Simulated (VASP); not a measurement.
# TiNi (Pm-3m) in VASP: single point with PBEsol

Aim: the single point of TiNi with PBEsol.

Program: VASP 6.6.1. These are calculated values, not measurements. Logs are shortened: lines on timing, memory, paths and dates and some standing lists are left out, and cuts for length are marked.

**1. The cell of the first run**

The structure is cubic, space group Pm-3m (No. 221). Conventional cell: a = 2.988 Å, b = 2.988 Å, c = 2.988 Å, α = 90.00°, β = 90.00°, γ = 90.00°. Within 3.4 Å of Ti (site symmetry m-3m) lie 8 Ni at 2.59 Å and 6 Ti at 2.99 Å. Within 3.4 Å of Ni (site symmetry m-3m) lie 8 Ti at 2.59 Å and 6 Ni at 2.99 Å.

**2. Single point, PBEsol, collinear spin, ferromagnetic start**

Contents of INCAR:

```
PREC     = Accurate       # precision mode
ENCUT    = 520            # plane-wave cutoff, eV
EDIFF    = 1E-7           # SCF threshold, eV
ISMEAR   = 1              # smearing method
SIGMA    = 0.15           # smearing width, eV
LREAL    = F              # projectors in reciprocal space
LASPH    = T              # aspherical terms in the spheres
NELM     = 150            # most SCF steps
ALGO     = Normal         # electronic algorithm
ISIF     = 2              # what is computed and relaxed
LWAVE    = F              # write WAVECAR
LCHARG   = F              # write CHGCAR
ISPIN    = 2              # spin polarisation
MAGMOM   = 0 1.5          # initial moments
LORBIT   = 11             # projections on sites
LMAXMIX  = 4              # l up to which the mixer works
GGA      = PS             # functional
NBANDS   = 22             # bands
```

Contents of KPOINTS:

```
Automatic mesh
0
Gamma
  7 7 7
```

Contents of POSCAR:

```
TiNi
1.0
    2.9880660000      0.0000000000      0.0000000000
    0.0000000000      2.9880660000      0.0000000000
    0.0000000000      0.0000000000      2.9880660000
Ti Ni
1 1
Direct
    0.5000000000      0.5000000000      0.5000000000
    0.0000000000      0.0000000000      0.0000000000
```

Potentials or basis: VASP PAW PBE potentials, release 64 (Ti_sv, Ni).

Launch:

```bash
$ cat potpaw_PBE.64/Ti_sv/POTCAR potpaw_PBE.64/Ni/POTCAR > POTCAR
$ mpirun -np 1 vasp_std > vasp.out
```

OUTCAR:

```text
PREC = Accurate
   ENCUT = 520
   EDIFF = 1E-7
   ISMEAR = 1
   LREAL = F
   LASPH = T
   NELM = 150
   ISIF = 2
   ISPIN = 2
   LORBIT = 11
   GGA = PS

 ion  position               nearest neighbor table
   1  0.500  0.500  0.500-   2 2.59   2 2.59   2 2.59   2 2.59   2 2.59   2 2.59   2 2.59   2 2.59

   2  0.000  0.000  0.000-   1 2.59   1 2.59   1 2.59   1 2.59   1 2.59   1 2.59   1 2.59   1 2.59

  LATTYP: Found a simple cubic cell.
 ALAT       =     2.9880660000

  Lattice vectors:

 A1 = (   2.9880660000,   0.0000000000,   0.0000000000)
 A2 = (   0.0000000000,   2.9880660000,   0.0000000000)
 A3 = (   0.0000000000,   0.0000000000,   2.9880660000)

Analysis of symmetry for initial positions (statically):
=====================================================================
 Subroutine PRICEL returns:
 Original cell was already a primitive cell.

 Routine SETGRP: Setting up the symmetry group for a
 simple cubic supercell.

 Subroutine GETGRP returns: Found 48 space group operations
 (whereof 48 operations were pure point group operations)
 out of a pool of 48 trial point group operations.

The static configuration has the point symmetry O_h .

Analysis of symmetry for dynamics (positions and initial velocities):
=====================================================================
 Subroutine PRICEL returns:
 Original cell was already a primitive cell.

 Routine SETGRP: Setting up the symmetry group for a
 simple cubic supercell.

 Subroutine GETGRP returns: Found 48 space group operations
 (whereof 48 operations were pure point group operations)
 out of a pool of 48 trial point group operations.

The dynamic configuration has the point symmetry O_h .

Analysis of structural, dynamic, and magnetic symmetry:
=====================================================================
 Subroutine PRICEL returns:
 Original cell was already a primitive cell.

 Routine SETGRP: Setting up the symmetry group for a
 simple cubic supercell.

 Subroutine GETGRP returns: Found 48 space group operations
 (whereof 48 operations were pure point group operations)
 out of a pool of 48 trial point group operations.

The overall configuration has the point symmetry O_h .

 Subroutine INISYM returns: Found 48 space group operations
 (whereof 48 operations are pure point group operations),
 and found     1 'primitive' translations

----------------------------------------------------------------------------------------

                                     Primitive cell

  volume of cell :      26.6791

  direct lattice vectors                    reciprocal lattice vectors
     2.988066000  0.000000000  0.000000000     0.334664629  0.000000000  0.000000000
     0.000000000  2.988066000  0.000000000     0.000000000  0.334664629  0.000000000
     0.000000000  0.000000000  2.988066000     0.000000000  0.000000000  0.334664629

  length of vectors
     2.988066000  2.988066000  2.988066000     0.334664629  0.334664629  0.334664629

  position of ions in fractional coordinates (direct lattice)
     0.500000000  0.500000000  0.500000000
     0.000000000  0.000000000  0.000000000

  ion indices of the primitive-cell ions
   primitive index   ion index
                 1           1
                 2           2

----------------------------------------------------------------------------------------

 KPOINTS: Automatic mesh

Automatic generation of k-mesh.
 Grid dimensions read from file:
 generate k-points for:    7    7    7

 Generating k-lattice:

  Cartesian coordinates                     Fractional coordinates (reciprocal lattice)
     0.047809233  0.000000000  0.000000000     0.142857143  0.000000000  0.000000000
     0.000000000  0.047809233  0.000000000     0.000000000  0.142857143  0.000000000
     0.000000000  0.000000000  0.047809233     0.000000000  0.000000000  0.142857143

  Length of vectors
     0.047809233  0.047809233  0.047809233

  Shift w.r.t. Gamma in fractional coordinates (k-lattice)
     0.000000000  0.000000000  0.000000000

 Subroutine IBZKPT returns following result:
 ===========================================

 Found     20 irreducible k-points:

 Following reciprocal coordinates:
            Coordinates               Weight
  0.000000  0.000000  0.000000      1.000000
  0.142857  0.000000  0.000000      6.000000
  0.285714  0.000000  0.000000      6.000000
  0.428571  0.000000  0.000000      6.000000
  0.142857  0.142857  0.000000     12.000000
  0.285714  0.142857  0.000000     24.000000
[... 12 lines left out ...]
  0.428571  0.428571  0.285714     24.000000
  0.428571  0.428571  0.428571      8.000000
   k-points           NKPTS =     20   k-points in BZ     NKDIM =     20   number of bands    NBANDS=     22
   number of dos      NEDOS =    301   number of ions     NIONS =      2
   total plane-waves  NPLWV =  13824
   dimension x,y,z NGX =    24 NGY =   24 NGZ =   24
   dimension x,y,z NGXF=    48 NGYF=   48 NGZF=   48
   ions per type =               1   1
   NGX,Y,Z   is equivalent  to a cutoff of  13.35, 13.35, 13.35 a.u.
   NGXF,Y,Z  is equivalent  to a cutoff of  26.71, 26.71, 26.71 a.u.
 SYSTEM =  unknown system
   PREC   = accura    normal or accurate (medium, high low for compatibility)
   ISTART =      0    job   : 0-new  1-cont  2-samecut
   ICHARG =      2    charge: 1-file 2-atom 10-const
   ISPIN  =      2    spin polarized calculation?
   LNONCOLLINEAR =      F non collinear calculations
   LSORBIT =      F    spin-orbit coupling
   LASPH  =      T    aspherical Exc in radial PAW
   ENCUT  =  520.0 eV  38.22 Ry    6.18 a.u.   5.56  5.56  5.56*2*pi/ulx,y,z
   NELM   =    150;   NELMIN=  2; NELMDL= -5     # of ELM steps
   EDIFF  = 0.1E-06   stopping-criterion for ELM
   LREAL  =      F    real-space projection
   EDIFFG = 0.1E-05   stopping-criterion for IOM
   NSW    =      0    number of steps for IOM
   IBRION =     -1    ionic relax: 0-MD 1-quasi-New 2-CG
   NFREE  =      0    steps in history (QN), initial steepest desc. (CG)
   ISIF   =      2    stress and relaxation
   ISYM   =      2    0-nonsym 1-usesym 2-fastsym
   POTIM  = 0.5000    time-step for ionic-motion
   TEBEG  =    0.0;   TEEND  =   0.0 temperature during run
   PSTRESS=    0.0 pullay stress
   NELECT =      22.0000    total number of electrons
   NUPDOWN=      -1.0000    fix difference up-down
   EMIN   =  10.00;   EMAX   =-10.00  energy-range for DOS
   EFERMI =   0.00;   METHOD = LEGACY
   ISMEAR =     1;   SIGMA  =   0.15  broadening in eV -4-tet -1-fermi 0-gaus
   EFERMI_NEDOS =   21; number of points for ismear=-14 and -15
   IALGO  =     38    algorithm
   IMIX   =      4    mixing-type and parameters
     AMIX     =   0.40;   BMIX     =  1.00
     AMIX_MAG =   1.60;   BMIX_MAG =  1.00
  volume/ion in A,a.u.               =      13.34        90.02
  Fermi-wavevector in a.u.,A,eV,Ry     =   1.535178  2.901067 32.065843  2.356773
  Thomas-Fermi vector in A             =   2.642003
   LORBIT       =     11    0 simple, 1 ext, 2 COOP (PROOUT), +10 PAW based schemes
   GGA     = PS    functional components
   LHFCALC =     F    Hartree Fock is set to
   AEXX    =    0.0000 exact exchange contribution
   IVDW    =     0    specifies the selected vdW correction
   LEPSILON=     F    determine dielectric tensor
   LRPA    =     F    only Hartree local field effects (RPA)
 spin polarized calculation
 Methfessel and Paxton  Order N= 1 SIGMA  =   0.15
  energy-cutoff  :      520.00
  volume of cell :       26.68
 maximum number of plane-waves:       739
 NGX is ok and might be reduce to    24
   NGX = 11   NGY = 11   NGZ = 11

 number of electron      21.9999986 magnetization       0.0008108

 number of electron      21.9999986 magnetization      -0.0000122

 Free energy of the ion-electron system (eV)
  ---------------------------------------------------
  ext. energy  EPLUGINS =         0.00000000
  ---------------------------------------------------
  free energy    TOTEN  =       -15.21431463 eV

  energy without entropy =      -15.21660348  energy(sigma->0) =      -15.21507758

 E-fermi :   9.4984     XC(G=0): -12.6649

 val. band max:        9.3546675070   @ k =   0.4286   0.4286   0.1429
 cond. band min:       9.5104551221   @ k =   0.2857   0.1429   0.0000
 fundamental gap:      0.1557876151
 Fermi energy:         9.4984039862

 spin component 1

 k-point     1 :       0.0000    0.0000    0.0000
  band No.  band energies     occupation
      1     -47.4742      1.00000
      2     -23.6677      1.00000
      3     -23.6677      1.00000
      4     -23.6677      1.00000
      5       1.6370      1.00000
      6       5.5663      1.00000
[... 14 lines left out ...]
     21      28.0712      0.00000
     22      30.5311      0.00000
[... 451 lines left out ...]
 k-point    20 :       0.4286    0.4286    0.4286
  band No.  band energies     occupation
      1     -47.3877      1.00000
      2     -23.8817      1.00000
      3     -23.8810      1.00000
      4     -23.8810      1.00000
      5       6.4873      1.00000
      6       6.6321      1.00000
[... 14 lines left out ...]
     21      20.5660      0.00000
     22      24.1837      0.00000
 Fermi energy:         9.4984039862

 spin component 2

 k-point     1 :       0.0000    0.0000    0.0000
  band No.  band energies     occupation
      1     -47.4742      1.00000
      2     -23.6677      1.00000
      3     -23.6677      1.00000
      4     -23.6677      1.00000
      5       1.6370      1.00000
      6       5.5663      1.00000
[... 14 lines left out ...]
     21      28.0711      0.00000
     22      30.5310      0.00000
[... 452 lines left out ...]
  band No.  band energies     occupation
      1     -47.3878      1.00000
      2     -23.8818      1.00000
      3     -23.8810      1.00000
      4     -23.8810      1.00000
      5       6.4873      1.00000
      6       6.6321      1.00000
[... 14 lines left out ...]
     21      20.5660      0.00000
     22      24.1836      0.00000

------------------------ aborting loop because EDIFF is reached ----------------------------------------

  FORCE on cell =-STRESS in cart. coord.  units (eV):
  Direction    XX          YY          ZZ          XY          YZ          ZX
  --------------------------------------------------------------------------------------
  -------------------------------------------------------------------------------------
  Total       -0.5723391     -0.5723391     -0.5723391     -0.0000000      0.0000000     -0.0000000
  in kB      -34.3711021    -34.3711021    -34.3711021     -0.0000000      0.0000000     -0.0000000
  external PRESSURE =     -34.3711021 kB  Pullay stress =       0.0000000 kB

 VOLUME and BASIS-vectors are now :
 -----------------------------------------------------------------------------
  energy-cutoff  :      520.00
  volume of cell :       26.68
      direct lattice vectors                 reciprocal lattice vectors
     2.988066000  0.000000000  0.000000000     0.334664629  0.000000000  0.000000000
     0.000000000  2.988066000  0.000000000     0.000000000  0.334664629  0.000000000
     0.000000000  0.000000000  2.988066000     0.000000000  0.000000000  0.334664629

 POSITION                                       TOTAL-FORCE (eV/Angst)
 -----------------------------------------------------------------------------------
      1.49403      1.49403      1.49403         0.000000      0.000000      0.000000
      0.00000      0.00000      0.00000         0.000000      0.000000      0.000000
 -----------------------------------------------------------------------------------
    total drift:                                0.000000      0.000000     -0.000000

  FREE ENERGIE OF THE ION-ELECTRON SYSTEM (eV)
  ---------------------------------------------------
  free  energy   TOTEN  =       -15.2143146272 eV

  energy  without entropy=      -15.2166034769  energy(sigma->0) =      -15.21507758

 total charge

# of ion       s       p       d       tot
------------------------------------------
    1        2.240   6.168   1.853  10.262
    2        0.584   0.483   8.318   9.385
--------------------------------------------------
tot          2.824   6.651  10.171  19.647

 magnetization (x)

# of ion       s       p       d       tot
------------------------------------------
    1       -0.000  -0.000  -0.000  -0.000
    2        0.000  -0.000   0.000   0.000
--------------------------------------------------
tot         -0.000  -0.000  -0.000  -0.000
```

Wall time 30 s (1 thread of Intel Xeon 8259CL, shared host); peak memory 0.16 GiB.

What came out:

```
Free energy                                           : -15.2143 eV
Pressure                                              : -3.4 GPa
Band gap on the k mesh                                : zero (filled and empty bands overlap)
Net moment                                            : 0.00 μB per cell
Valence electrons inside the program's atomic spheres : Ti 10.26; Ni 9.38
```

Caveat: the starting moments collapsed, and a magnetic state may lie lower; the PAW data sets were made with another functional, which shifts forces and pressure a little.
